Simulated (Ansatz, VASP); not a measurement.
B5C in VASP and in Ansatz

The input INCAR:

```
SYSTEM = B5C
  ALGO = Normal
  EDIFF = 1E-6
  EDIFFG = -0.04
  ENCUT = 600
  GGA = PE
  IBRION = 2
  ISIF = 3
  ISMEAR = 0
  LASPH = .TRUE.
  LCHARG = .FALSE.
  LREAL = .FALSE.
  LWAVE = .FALSE.
  NELM = 80
  NSW = 90
  PREC = Accurate
  SIGMA = 0.1
```

Contents of KPOINTS:

```
k-points
0
G
  6 6 6
  0 0 0
```

File POSCAR:

```
B5C
1.0
    4.2071857900      0.0000000000      0.0000000000
   -2.1035928900      3.6435297700      0.0000000000
    0.0000000000      0.0000000000      3.5201252800
B C
5 1
Direct
    0.3333333300      0.6666666700      0.0000000000
    0.6666666700      0.3333333300      0.0000000000
    0.5000000000      0.0000000000      0.5000000000
    0.5000000000      0.5000000000      0.5000000000
    0.0000000000      0.5000000000      0.5000000000
    0.0000000000      0.0000000000      0.0000000000
```

Input for Ansatz:

```yaml
crystal:
  lattice:
    - [4.20718579, 0.0, 0.0]
    - [-2.10359289, 3.64352977, 0.0]
    - [0.0, 0.0, 3.52012528]
  atoms:
    - { symbol: B, position: [0.33333333, 0.66666667, 0.0] }
    - { symbol: B, position: [0.66666667, 0.33333333, 0.0] }
    - { symbol: B, position: [0.5, 0.0, 0.5] }
    - { symbol: B, position: [0.5, 0.5, 0.5] }
    - { symbol: B, position: [0.0, 0.5, 0.5] }
    - { symbol: C, position: [0.0, 0.0, 0.0] }
basis:
  ecutwfc: 420
kpoints:
  mp_grid: { grid: [6, 6, 6] }
hamiltonian:
  xc: pbe
scf:
  occupations: { method: gaussian, width: 0.1 }
  lower_state_search: "off"
output:
  forces: true
  stress: true
  eigenvalues: true
relax:
  adjacent_minimum: "off"
  f_tol: 0.04
  max_steps: 70
  cell: { stress_tol: 0.4 }
```

Change from the starting cell: species swapped into the SmFe5 type (P6/mmm, No. 191).

Alike in both runs: task relaxation of cell and atoms; functional PBE; k mesh 6 × 6 × 6; occupations gaussian, width 0.1 eV; no spin polarisation.

|  | VASP | Ansatz |
| --- | --- | --- |
| version | VASP 6.6.1 | Ansatz 0.2.0 |
| potentials or method | VASP PAW PBE potentials, release 64 (B, C), cutoff 600 eV | scalar-relativistic, plane waves, PAW |
| valence electrons in the cell | 19 | 19 |

VASP gave:

- gap on the k mesh at the Fermi level, each at its own relaxed structure (eV): none
- relaxed volume (Å³/atom): 6.92
- relaxed length of the cell vector where the two differ most in proportion (Å): 4.097

Estimate Ansatz's values.

gap on the k mesh at the Fermi level, each at its own relaxed structure (eV): none; relaxed volume (Å³/atom): 6.94; relaxed length of the cell vector where the two differ most in proportion (Å): 4.102.

A gap of «none» marks a metal or a gap that the smearing closes.

Noted on VASP's run: the volume moved by over 15 % at a fixed basis, so the end points are rough; too few bands were computed for a metal, which touches its energy and stress.
